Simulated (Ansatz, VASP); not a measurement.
**Two plane-wave programs on B**

```
B
1.0
     1.73440    0.00000    0.00000
     0.00000    1.91251    0.00000
     0.00000    0.00000    2.21397
B
1
Direct
  0.50000 0.50000 0.50000
```

Alike in both runs: task single point; functional PBE; k mesh 10 × 8 × 8; occupations gaussian, width 0.1 eV; no spin polarisation.

```csv
,VASP,Ansatz
version,VASP 6.6.1,Ansatz 0.2.0
potentials or method,"VASP PAW PBE potentials, release 64 (B), cutoff 520 eV","scalar-relativistic, plane waves, PAW"
valence electrons in the cell,3,3
```

```tsv
	VASP	Ansatz	Ansatz less VASP
gap on the k mesh at the Fermi level (eV)	none	none	-
pressure (GPa)	-4.0	-4.0	+0.01
traceless stress, the component that is largest in VASP (GPa)	-23.45	-23.40	+0.058
```

A gap of «none» marks a metal or a gap that the smearing closes.

The k mesh is coarse, so the values compare programs but aren't converged.
